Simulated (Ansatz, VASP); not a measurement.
**BAs in VASP and in Ansatz**

INCAR

```
PREC     = Accurate       # precision mode
ENCUT    = 500            # plane-wave cutoff, eV
EDIFF    = 1E-6           # SCF threshold, eV
ISMEAR   = 0              # smearing method
SIGMA    = 0.01           # smearing width, eV
LREAL    = F              # projectors in reciprocal space
LASPH    = T              # aspherical terms in the spheres
NELM     = 120            # most SCF steps
ALGO     = Normal         # electronic algorithm
ISIF     = 2              # what is computed and relaxed
LWAVE    = F              # write WAVECAR
LCHARG   = T              # write CHGCAR
GGA      = CA             # functional
LELF     = T              # ELF
LVHAR    = T            
NBANDS   = 11             # bands
GGA_COMPAT= F
```

KPOINTS

```
regular mesh
0
Gamma
  8 8 8
```

The input POSCAR:

```
BAs
1.0
    0.0000000000      2.3659881175      2.3659881175
    2.3659881175      0.0000000000      2.3659881175
    2.3659881175      2.3659881175      0.0000000000
B As
1 1
Direct
    0.0000000000      0.0000000000      0.0000000000
    0.2500000000      0.2500000000      0.2500000000
```

Input for Ansatz:

```yaml
crystal:
  lattice:
    - [0.0, 2.3659881175, 2.3659881175]
    - [2.3659881175, 0.0, 2.3659881175]
    - [2.3659881175, 2.3659881175, 0.0]
  atoms:
    - { symbol: B, position: [0.0, 0.0, 0.0] }
    - { symbol: As, position: [0.25, 0.25, 0.25] }
basis:
  ecutwfc: 420
kpoints:
  mp_grid: { grid: [8, 8, 8] }
  band_path:
    path:
      - [0.0, 0.0, 0.0]
      - [0.0, 0.0, 0.0]
      - [0.0, 0.0, 0.0]
      - [0.0, 0.0, 0.0]
      - [0.0, 0.0, 0.0]
      - [0.0, 0.0, 0.0]
      - [0.0, 0.0, 0.0]
      - [0.0, 0.0, 0.0]
      - [0.0, 0.0, 0.0]
      - [0.0, 0.0, 0.0]
      - [0.0, 0.0, 0.0]
      - [0.0, 0.0, 0.0]
      - [0.0, 0.0, 0.0]
      - [0.0, 0.0, 0.0]
      - [0.0, 0.0, 0.0]
      - [0.0, 0.0, 0.0]
      - [0.0, 0.0, 0.0]
      - [0.0, 0.0, 0.0]
      - [0.0, 0.0, 0.0]
      - [0.0, 0.0, 0.0]
      - [0.0, 0.0, 0.0]
      - [0.0, 0.0, 0.0]
      - [0.0, 0.0, 0.0]
      - [0.0, 0.0, 0.0]
      - [0.0, 0.0, 0.0]
      - [0.0, 0.0, 0.0]
      - [0.3, 0.3, 0.0]
      - [0.3166666667, 0.3166666667, 0.0]
      - [0.3333333333, 0.3333333333, 0.0]
      - [0.35, 0.35, 0.0]
      - [0.3666666667, 0.3666666667, 0.0]
      - [0.3833333333, 0.3833333333, 0.0]
      - [0.4, 0.4, 0.0]
      - [0.4166666667, 0.4166666667, 0.0]
      - [0.4333333333, 0.4333333333, 0.0]
      - [0.45, 0.45, 0.0]
      - [0.4666666667, 0.4666666667, 0.0]
      - [0.4833333333, 0.4833333333, 0.0]
      - [0.5, 0.5, 0.0]
      - [0.5, 0.5, 0.5]
      - [0.5, 0.5, 0.5]
      - [0.5, 0.5, 0.5]
      - [0.5, 0.5, 0.5]
      - [0.5, 0.5, 0.5]
      - [0.5, 0.5, 0.5]
      - [0.5, 0.5, 0.5]
      - [0.5, 0.5, 0.5]
      - [0.5, 0.5, 0.5]
      - [0.5, 0.5, 0.5]
      - [0.5, 0.5, 0.5]
      - [0.5, 0.5, 0.5]
      - [0.5, 0.5, 0.5]
    npoints: 1
hamiltonian:
  xc: lda
  pseudopotentials: { kind: paw, azcp: { folder: soft_1 } }
scf:
  occupations: { method: fixed }
  n_extra_bands: 5
output:
  eigenvalues: true
```

Alike in both runs: task single point; functional LDA; k mesh 8 × 8 × 8; no spin polarisation.

```csv
,VASP,Ansatz
version,VASP 6.6.1,Ansatz 0.2.0
potentials or method,"VASP PAW LDA potentials, release 64 (B, As), cutoff 500 eV","scalar-relativistic, plane waves, PAW"
occupations,"gaussian, width 0.01 eV",fixed
valence electrons in the cell,8,18
```

```tsv
	VASP	Ansatz	Ansatz less VASP
gap on the k mesh at the Fermi level (eV)	1.11	1.12	+0.009
least direct gap on the mesh (eV)	3.29	3.29	+0.003
```

Ansatz warns that its potentials were made for another functional, while VASP's fit it. LDA's correlation is that of Perdew and Zunger in VASP and of Perdew and Wang (1992) in Ansatz. VASP's potentials hold 8 valence electrons a cell and Ansatz's 18, so a difference there can come from the potentials and not from the codes.
